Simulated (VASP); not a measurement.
MgF2: single point with HSE06

The system is MgF2.

```xyz
6
Lattice="4.7145 0.0000 0.0000 0.0000 4.7145 0.0000 0.0000 0.0000 3.0108" Properties=species:S:1:pos:R:3 pbc="T T T"
Mg    0.0000    0.0000    0.0000
Mg    2.3572    2.3572    1.5054
F     1.4284    1.4284    0.0000
F     0.9288    3.7856    1.5054
F     3.7856    0.9288    1.5054
F     3.2861    3.2861    0.0000
```

This cell differs from its parent crystal: epitaxial xy strain +2.0%.

| Property | Result |
| --- | --- |
| Program | VASP 6.6.1 |
| Task | single point |
| Functional | HSE06 |
| Potentials or basis | VASP PAW PBE potentials, release 64 (Mg, F) |
| Cutoff | 520 eV |
| k mesh | 4 × 4 × 6 |
| Occupations | gaussian, width 0.01 eV |
| Spin | no spin polarisation |

```yaml
Pressure: -1.8 GPa
Largest_force: 0.028 eV/Å
Band_gap_on_the_k_mesh: 9.25 eV
```

Forces on the atoms (eV/Å):
```
Mg   0.000  0.000  0.000
Mg   0.000  0.000  0.000
F    0.020  0.020  0.000
F   -0.020  0.020  0.000
F    0.020 -0.020  0.000
F   -0.020 -0.020  0.000
```

Stress tensor (GPa, compression positive):
```
-3.00  0.00  0.00
 0.00 -3.00  0.00
 0.00  0.00  0.62
```

Levels at points of the mesh, in eV from the valence-band top:
```
           k point  band 12  band 13  band 14  band 15  band 16  band 17  band 18  band 19  band 20  band 21
(0.00, 0.00, 0.00)    -1.12    -0.64    -0.31    -0.31     0.00     9.25    14.55    14.55    16.27    16.64
(0.50, 0.00, 0.00)    -1.38    -0.88    -0.88    -0.38    -0.38    11.67    11.67    15.85    15.85    17.70
(0.50, 0.50, 0.00)    -1.16    -0.93    -0.93    -0.83    -0.83    13.41    13.41    13.50    13.50    19.67
(0.00, 0.00, 0.50)    -1.43    -1.12    -1.12    -0.87    -0.87    14.23    14.23    17.44    17.44    17.70
(0.50, 0.00, 0.50)    -1.34    -0.74    -0.74    -0.68    -0.68    15.03    15.03    15.90    15.90    18.02
(0.50, 0.50, 0.50)    -1.40    -0.64    -0.64    -0.50    -0.50    15.46    15.46    15.58    15.58    17.10
```

Run time: 34 min on 4 MPI ranks on Intel(R) Xeon(R) Platinum 8259CL CPU @ 2.50GHz (Skylake/Cascade Lake), with other jobs on the host, peak memory 0.31 GiB a rank.

Caveat: the cell differs from its parent crystal (epitaxial xy strain +2.0%); the structure was generated, so it needn't be the stable form of MgF2; the PAW data sets were made with another functional, which shifts forces and pressure a little.
